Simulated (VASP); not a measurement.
# TiO2 (I4_1/amd) in VASP: a series of runs

The runs below take TiO2 through single point, with PBE+U.

Program: VASP 6.6.1. These are calculated values, not measurements. Logs are shortened: lines on timing, memory, paths and dates and some standing lists are left out, and cuts for length are marked.

### 1 The cell of the first run

It takes space group I4_1/amd (No. 141, tetragonal). The conventional cell has a = 3.754 Å, b = 3.754 Å, c = 8.995 Å, α = 90.00°, β = 90.00°, γ = 90.00°. Ti (site symmetry -4m2) has 6 O at 1.85 to 1.92 Å within 2.5 Å. Within 2.5 Å of O (site symmetry 2mm) lie 3 Ti at 1.85 to 1.92 Å and 2 O at 2.37 Å.

### 2 Single point, PBE+U

The input, INCAR:

```
SYSTEM = TiO2
  PREC = Accurate
  ENCUT = 600
  EDIFF = 1E-6
  ISMEAR = 0
  SIGMA = 0.05
  LREAL = .False.
  LASPH = .True.
  NELM = 200
  ALGO = Normal
  ISIF = 2
  LWAVE = .False.
  LCHARG = .True.
  LMAXMIX = 4
  LDAU = .True.
  LDAUTYPE = 2
  LDAUL = 2 -1
  LDAUU = 4 0
  LDAUJ = 0 0
  LDAUPRINT = 1
  GGA = PE
  LELF = .True.
  LVHAR = .True.
  NBANDS = 33
  GGA_COMPAT = .False.
```

The input, KPOINTS:

```
regular mesh
0
Gamma
  8 8 8
  0 0 0
```

The input, POSCAR:

```
TiO2
1.0
   -1.8770500000      1.8770500000      4.4977000000
    1.8770500000     -1.8770500000      4.4977000000
    1.8770500000      1.8770500000     -4.4977000000
Ti O
2 4
Direct
    0.0000000000      0.0000000000      0.0000000000
    0.7500000000      0.2500000000      0.5000000000
    0.2052682436      0.2052682436      0.0000000000
    0.9552682436      0.4552682436      0.5000000000
    0.5447317564      0.0447317564      0.5000000000
    0.7947317564      0.7947317564      0.0000000000
```

Potentials or basis: VASP PAW PBE potentials, release 64 (Ti_sv, O).

Started as:

```bash
$ cat potpaw_PBE.64/Ti_sv/POTCAR potpaw_PBE.64/O/POTCAR > POTCAR
$ mpirun -np 1 vasp_std > vasp.out
```

OUTCAR:

```text
SYSTEM = TiO2
   PREC = Accurate
   ENCUT = 600
   EDIFF = 1E-6
   ISMEAR = 0
   LREAL = .False.
   LASPH = .True.
   NELM = 200
   ISIF = 2
   GGA = PE

 ion  position               nearest neighbor table
   1  0.000  0.000  0.000-   3 1.85   6 1.85   4 1.92   5 1.92   5 1.92   4 1.92
   2  0.750  0.250  0.500-   4 1.85   5 1.85   6 1.92   3 1.92   6 1.92   3 1.92
   3  0.205  0.205  0.000-   1 1.85   2 1.92   2 1.92
   4  0.955  0.455  0.500-   2 1.85   1 1.92   1 1.92
   5  0.545  0.045  0.500-   2 1.85   1 1.92   1 1.92
   6  0.795  0.795  0.000-   1 1.85   2 1.92   2 1.92

  LATTYP: Found a body centered tetragonal cell.
 ALAT       =     3.7541000000
 C/A-ratio  =     2.3961535388

  Lattice vectors:

 A1 = (  -1.8770500000,   1.8770500000,   4.4977000000)
 A2 = (   1.8770500000,  -1.8770500000,   4.4977000000)
 A3 = (   1.8770500000,   1.8770500000,  -4.4977000000)

Analysis of symmetry for initial positions (statically):
=====================================================================
 Subroutine PRICEL returns:
 Original cell was already a primitive cell.

 Routine SETGRP: Setting up the symmetry group for a
 body centered tetragonal supercell.

 Subroutine GETGRP returns: Found 16 space group operations
 (whereof  8 operations were pure point group operations)
 out of a pool of 16 trial point group operations.

The static configuration has the point symmetry D_2d.
 The point group associated with its full space group is D_4h.

Analysis of symmetry for dynamics (positions and initial velocities):
=====================================================================
 Subroutine PRICEL returns:
 Original cell was already a primitive cell.

 Routine SETGRP: Setting up the symmetry group for a
 body centered tetragonal supercell.

 Subroutine GETGRP returns: Found 16 space group operations
 (whereof  8 operations were pure point group operations)
 out of a pool of 16 trial point group operations.

The dynamic configuration has the point symmetry D_2d.
[... 199 lines left out ...]
 -0.0000  0.1159 -0.0000  0.0000  0.0000
  0.0000 -0.0000  0.3053 -0.0000 -0.0000
  0.0000  0.0000 -0.0000  0.1159 -0.0000
 -0.0000  0.0000 -0.0000 -0.0000  0.2505

 occupancies and eigenvectors

  o =  0.0963  v =  1.0000  0.0000  0.0000  0.0000  0.0000  0.0000  0.0000  0.0000  0.0000  0.0000      0.0000  0.0000  0.0000  0.0000  0.0000  0.0000  0.0000  0.0000  0.0000  0.0000
  o =  0.0963  v =  0.0000  0.0000  0.0000  0.0000  0.0000  1.0000  0.0000  0.0000  0.0000  0.0000      0.0000  0.0000  0.0000  0.0000  0.0000  0.0000  0.0000  0.0000  0.0000  0.0000
  o =  0.1159  v =  0.0000 -0.9453 -0.0000  0.3261 -0.0000  0.0000  0.0000  0.0000  0.0000  0.0000      0.0000  0.0000  0.0000  0.0000  0.0000  0.0000  0.0000  0.0000  0.0000  0.0000
  o =  0.1159  v =  0.0000  0.0000  0.0000  0.0000  0.0000  0.0000 -0.9453 -0.0000  0.3261 -0.0000      0.0000  0.0000  0.0000  0.0000  0.0000  0.0000  0.0000  0.0000  0.0000  0.0000
  o =  0.1159  v =  0.0000  0.3261  0.0000  0.9453 -0.0000  0.0000  0.0000  0.0000  0.0000  0.0000      0.0000  0.0000  0.0000  0.0000  0.0000  0.0000  0.0000  0.0000  0.0000  0.0000
  o =  0.1159  v =  0.0000  0.0000  0.0000  0.0000  0.0000  0.0000  0.3261  0.0000  0.9453 -0.0000      0.0000  0.0000  0.0000  0.0000  0.0000  0.0000  0.0000  0.0000  0.0000  0.0000
  o =  0.2505  v =  0.0000 -0.0000  0.0000  0.0000  1.0000  0.0000  0.0000  0.0000  0.0000  0.0000      0.0000  0.0000  0.0000  0.0000  0.0000  0.0000  0.0000  0.0000  0.0000  0.0000
  o =  0.2505  v =  0.0000  0.0000  0.0000  0.0000  0.0000  0.0000 -0.0000  0.0000  0.0000  1.0000      0.0000  0.0000  0.0000  0.0000  0.0000  0.0000  0.0000  0.0000  0.0000  0.0000
  o =  0.3053  v =  0.0000  0.0000  0.0000  0.0000  0.0000  0.0000 -0.0000  1.0000 -0.0000 -0.0000      0.0000  0.0000  0.0000  0.0000  0.0000  0.0000  0.0000  0.0000  0.0000  0.0000
  o =  0.3053  v =  0.0000 -0.0000  1.0000 -0.0000 -0.0000  0.0000  0.0000  0.0000  0.0000  0.0000      0.0000  0.0000  0.0000  0.0000  0.0000  0.0000  0.0000  0.0000  0.0000  0.0000

 number of electron      48.0000003 magnetization

 Free energy of the ion-electron system (eV)
  ---------------------------------------------------
  ext. energy  EPLUGINS =         0.00000000
  ---------------------------------------------------
  free energy    TOTEN  =       -47.29920489 eV

  energy without entropy =      -47.29920489  energy(sigma->0) =      -47.29920489

 E-fermi :   4.5325     XC(G=0): -11.0967

 val. band max:        4.1355172728   @ k =   0.5000   0.5000   0.5000
 cond. band min:       7.1298143196   @ k =   0.0000   0.0000   0.0000
 fundamental gap:      2.9942970468
 Fermi energy:         4.5324576329

 k-point     1 :       0.0000    0.0000    0.0000
  band No.  band energies     occupation
      1     -52.6817      2.00000
      2     -52.5845      2.00000
      3     -29.3063      2.00000
      4     -28.9105      2.00000
      5     -28.9105      2.00000
      6     -28.7976      2.00000
[... 853 lines left out ...]
     32      11.8077      0.00000
     33      12.2760      0.00000

 [... further k-points ...]

------------------------ aborting loop because EDIFF is reached ----------------------------------------

  FORCE on cell =-STRESS in cart. coord.  units (eV):
  Direction    XX          YY          ZZ          XY          YZ          ZX
  --------------------------------------------------------------------------------------
  -------------------------------------------------------------------------------------
  Total       10.9885637     10.9885637     23.9672672      0.0000000      0.0000000      0.0000000
  in kB      277.7469868    277.7469868    605.7967540      0.0000000      0.0000000      0.0000000
  external PRESSURE =     387.0969092 kB  Pullay stress =       0.0000000 kB

 VOLUME and BASIS-vectors are now :
 -----------------------------------------------------------------------------
  energy-cutoff  :      600.00
  volume of cell :       63.39
      direct lattice vectors                 reciprocal lattice vectors
    -1.877050000  1.877050000  4.497700000     0.000000000  0.266375430  0.111167930
     1.877050000 -1.877050000  4.497700000     0.266375430  0.000000000  0.111167930
     1.877050000  1.877050000 -4.497700000     0.266375430  0.266375430  0.000000000

 POSITION                                       TOTAL-FORCE (eV/Angst)
 -----------------------------------------------------------------------------------
      0.00000      0.00000      0.00000         0.000000      0.000000      0.000000
      0.00000      1.87705      2.24885         0.000000      0.000000      0.000000
      0.00000      0.00000      1.84647        -0.000000      0.000000      2.566070
      0.00000      1.87705      4.09532         0.000000     -0.000000      2.566070
      0.00000      1.87705      0.40238         0.000000     -0.000000     -2.566070
      0.00000      0.00000      7.14893        -0.000000      0.000000     -2.566070
 -----------------------------------------------------------------------------------
    total drift:                               -0.000000      0.000000     -0.000000

  FREE ENERGIE OF THE ION-ELECTRON SYSTEM (eV)
  ---------------------------------------------------
  free  energy   TOTEN  =       -47.2992048855 eV

  energy  without entropy=      -47.2992048855  energy(sigma->0) =      -47.29920489
```

OSZICAR:

```text
N       E                     dE             d eps       ncg     rms          rms(c)
DAV:   1     0.724885182379E+03    0.72489E+03   -0.26414E+04  3894   0.189E+03
DAV:   2     0.436996089082E+02   -0.68119E+03   -0.63457E+03  4206   0.547E+02
DAV:   3    -0.598559578911E+02   -0.10356E+03   -0.10174E+03  5333   0.203E+02
DAV:   4    -0.653213742505E+02   -0.54654E+01   -0.54532E+01  5794   0.450E+01
DAV:   5    -0.655098077591E+02   -0.18843E+00   -0.18840E+00  5031   0.686E+00    0.366E+01
DAV:   6    -0.463757277308E+02    0.19134E+02   -0.75956E+01  5331   0.949E+01    0.958E+00
DAV:   7    -0.472559265935E+02   -0.88020E+00   -0.12070E+01  5284   0.228E+01    0.945E+00
DAV:   8    -0.472367030843E+02    0.19224E-01   -0.71429E-01  5405   0.701E+00    0.403E+00
DAV:   9    -0.473023225351E+02   -0.65619E-01   -0.26694E-01  4983   0.361E+00    0.104E+00
DAV:  10    -0.473008103512E+02    0.15122E-02   -0.62601E-02  5538   0.175E+00    0.538E-01
DAV:  11    -0.472993866243E+02    0.14237E-02   -0.66933E-03  5000   0.113E+00    0.867E-02
DAV:  12    -0.472992861763E+02    0.10045E-03   -0.14207E-03  5246   0.450E-01    0.804E-02
DAV:  13    -0.472991997072E+02    0.86469E-04   -0.31437E-04  5838   0.167E-01    0.975E-03
DAV:  14    -0.472992071066E+02   -0.73994E-05   -0.42800E-05  4749   0.530E-02    0.235E-02
DAV:  15    -0.472992047509E+02    0.23557E-05   -0.92734E-06  4753   0.272E-02    0.330E-03
DAV:  16    -0.472992048855E+02   -0.13461E-06   -0.93549E-07  2429   0.857E-03
   1 F= -.47299205E+02 E0= -.47299205E+02  d E =-.482093E-31
```

stdout:

```text
POSCAR found type information on POSCAR TiO
 POSCAR found :  2 types and       6 ions
 scaLAPACK will be used
 LDA part: xc-table for (Slater+PW92), standard interpolation
 POSCAR, INCAR and KPOINTS ok, starting setup
 FFT: planning ... GRIDC
 FFT: planning ... GRID_SOFT
 FFT: planning ... GRID
 WAVECAR not read
 entering main loop
```

It took 7 min on 1 thread of Oxide Virtual Turin-like, shared host; peak memory 0.29 GiB.

Results:

```yaml
Free_energy: -47.2992 eV
Pressure: 38.7 GPa
Largest_force: 2.566 eV/Å
Band_gap_on_the_k_mesh: 2.99 eV (least direct gap 3.23 eV)
```

Forces in eV/Å, atoms in the order of the input:
```
Ti   0.000  0.000  0.000
Ti   0.000  0.000  0.000
O    0.000  0.000  2.566
O    0.000  0.000  2.566
O    0.000  0.000 -2.566
O    0.000  0.000 -2.566
```

Eigenvalues of the final occupation matrices:
| site | spin | trace | eigenvalues |
| --- | --- | --- | --- |
| site 1 d | 1 | 0.88 | 0.10 0.12 0.12 0.25 0.31 |
| site 1 d | 2 | 0.88 | 0.10 0.12 0.12 0.25 0.31 |
| site 2 d | 1 | 0.88 | 0.10 0.12 0.12 0.25 0.31 |
| site 2 d | 2 | 0.88 | 0.10 0.12 0.12 0.25 0.31 |

Caveat: the stress differs along the axes, from 28 to 61 GPa; forces of over 1 eV/Å act on the atoms, so gaps and moduli don't describe the material at rest.

### 3 Single point, PBE+U

This run uses another cell than the first one, of 10.72 Å³/atom.

Changes to INCAR since step 2:

```diff
@@ -12,3 +12,3 @@
   LWAVE = .False.
-  LCHARG = .True.
+  LCHARG = .False.
   LMAXMIX = 4
@@ -21,4 +21,2 @@
   GGA = PE
-  LELF = .True.
-  LVHAR = .True.
   NBANDS = 33
```

KPOINTS is that of step 2.

Changes to POSCAR since step 2:

```diff
@@ -2,5 +2,5 @@
 1.0
-   -1.8770500000      1.8770500000      4.4977000000
-    1.8770500000     -1.8770500000      4.4977000000
-    1.8770500000      1.8770500000     -4.4977000000
+   -1.8134000000      1.8134000000      4.8887928505
+    1.8134000000     -1.8134000000      4.8887928505
+    1.8134000000      1.8134000000     -4.8887928505
 Ti O
```

Potentials or basis: VASP PAW PBE potentials, release 64 (Ti_sv, O).

Started as:

```bash
$ cat potpaw_PBE.64/Ti_sv/POTCAR potpaw_PBE.64/O/POTCAR > POTCAR
$ mpirun -np 1 vasp_std > vasp.out
```

It took 10 min on 1 thread of Oxide Virtual Turin-like, shared host; peak memory 0.35 GiB.

Results (log left out):

```yaml
Free_energy: -47.6520 eV
Pressure: 31.7 GPa
Largest_force: 0.128 eV/Å
Band_gap_on_the_k_mesh: 3.04 eV (least direct gap 3.37 eV)
```

Forces in eV/Å, atoms in the order of the input:
```
Ti   0.000  0.000  0.000
Ti   0.000  0.000  0.000
O    0.000  0.000 -0.128
O    0.000  0.000 -0.128
O    0.000  0.000  0.128
O    0.000  0.000  0.128
```

Stress tensor (GPa, compression positive):
```
37.73  0.00  0.00
 0.00 37.73  0.00
 0.00  0.00 19.49
```

Levels at points of the mesh, in eV from the valence-band top:
| k point | band 21 | band 22 | band 23 | band 24 | band 25 | band 26 | band 27 | band 28 |
| --- | --- | --- | --- | --- | --- | --- | --- | --- |
| (0.00, 0.00, 0.00) | -0.85 | -0.85 | -0.47 | -0.47 | 3.04 | 3.72 | 5.13 | 5.13 |
| (0.50, 0.00, 0.00) | -1.97 | -0.99 | -0.85 | -0.77 | 4.30 | 4.35 | 4.49 | 4.61 |
| (0.50, 0.50, 0.00) | -2.17 | -2.17 | -0.05 | -0.05 | 4.09 | 4.09 | 4.63 | 4.63 |
| (0.50, 0.50, 0.50) | -1.29 | -1.29 | -0.10 | -0.10 | 3.37 | 3.37 | 4.90 | 4.90 |

Eigenvalues of the final occupation matrices:
```csv
site,spin,trace,eigenvalues
site 1 d,1,0.87,0.11 0.11 0.12 0.24 0.29
site 1 d,2,0.87,0.11 0.11 0.12 0.24 0.29
site 2 d,1,0.87,0.11 0.11 0.12 0.24 0.29
site 2 d,2,0.87,0.11 0.11 0.12 0.24 0.29
```

Caveat: the stress differs along the axes, from 19 to 38 GPa. A k mesh can miss the band edges.

### 4 Single point, PBE+U

This run uses another cell than the first one, of 10.80 Å³/atom.

The input, INCAR:

```
ALGO = Normal
EDIFF = 1E-6
ENCUT = 600
GGA = PE
GGA_COMPAT = False
ISIF = 2
ISMEAR = 0
LASPH = True
LCHARG = True
LDAU = True
LDAUJ = 0 0
LDAUL = 2 -1
LDAUPRINT = 1
LDAUTYPE = 2
LDAUU = 4 0
LELF = True
LMAXMIX = 4
LREAL = False
LVHAR = True
LWAVE = False
NBANDS = 33
NELM = 200
PREC = Accurate
SIGMA = 0.05
```

The input, KPOINTS:

```
k-points
0
Gamma
  8 8 8
```

Changes to POSCAR since step 3:

```diff
@@ -2,5 +2,5 @@
 1.0
-   -1.8134000000      1.8134000000      4.8887928505
-    1.8134000000     -1.8134000000      4.8887928505
-    1.8134000000      1.8134000000     -4.8887928505
+   -1.8452000000      1.8452000000      4.7584500000
+    1.8452000000     -1.8452000000      4.7584500000
+    1.8452000000      1.8452000000     -4.7584500000
 Ti O
```

Started as:

```bash
$ cat potpaw_PBE.64/Ti_sv/POTCAR potpaw_PBE.64/O/POTCAR > POTCAR
$ mpirun -np 1 vasp_std > vasp.out
```

Run time: 11 min. Hardware: 1 thread of Oxide Virtual Turin-like, shared host; peak memory 0.35 GiB.

It converged, with:

```yaml
Free_energy: -47.8708 eV
Pressure: 28.7 GPa
Largest_force: 0.626 eV/Å
Band_gap_on_the_k_mesh: 2.97 eV (least direct gap 3.24 eV)
```

Forces on the atoms (eV/Å):
```
Ti   0.000  0.000  0.000
Ti   0.000  0.000  0.000
O    0.000  0.000  0.626
O    0.000  0.000  0.626
O    0.000  0.000 -0.626
O    0.000  0.000 -0.626
```

Stress tensor (GPa, compression positive):
```
29.42  0.00  0.00
 0.00 29.42  0.00
 0.00  0.00 27.18
```

Levels at points of the mesh, in eV from the valence-band top:
```
           k point  band 22  band 23  band 24  band 25  band 26  band 27
(0.00, 0.00, 0.00)    -0.67    -0.43    -0.43     2.97     3.77     5.02
(0.50, 0.00, 0.00)    -0.95    -0.72    -0.66     4.16     4.37     4.51
(0.50, 0.50, 0.00)    -2.04    -0.03    -0.03     4.17     4.17     4.65
(0.50, 0.50, 0.50)    -1.20    -0.03    -0.03     3.36     3.36     4.80
```

Eigenvalues of the final occupation matrices:
| site | spin | trace | eigenvalues |
| --- | --- | --- | --- |
| site 1 d | 1 | 0.86 | 0.11 0.11 0.11 0.26 0.27 |
| site 1 d | 2 | 0.86 | 0.11 0.11 0.11 0.26 0.27 |
| site 2 d | 1 | 0.86 | 0.11 0.11 0.11 0.26 0.27 |
| site 2 d | 2 | 0.86 | 0.11 0.11 0.11 0.26 0.27 |

Caveat: the cell stands under pressure. A k mesh can miss the band edges.

### 5 The runs side by side

| cell | gap on the mesh (eV) | pressure (GPa) | largest force (eV/Å) |
| --- | --- | --- | --- |
| a = 5.223 Å, angles 137.9, 137.9, 61.1°, 6 atoms | 2.99 | 38.7 | 2.57 |
| a = 5.521 Å, angles 141.6, 141.6, 55.4°, 6 atoms | 3.04 | 31.7 | 0.13 |
| a = 5.427 Å, angles 140.2, 140.2, 57.5°, 6 atoms | 2.97 | 28.7 | 0.63 |

Alike in all rows: task single point; level PBE+U; potentials or basis VASP PAW PBE potentials, release 64 (Ti_sv, O); no spin polarisation; Ti d U = 4.0 eV; k mesh 8 × 8 × 8; cutoff (eV) 600; smearing gaussian 0.05 eV.

Caveats: the stress differs along the axes, from 28 to 61 GPa (at least some runs); forces of over 1 eV/Å act on the atoms, so gaps and moduli don't describe the material at rest (at least some runs); the stress differs along the axes, from 19 to 38 GPa (at least some runs); the cell stands under pressure (at least some runs).

Absolute energies hang on the potentials; compare differences alone.
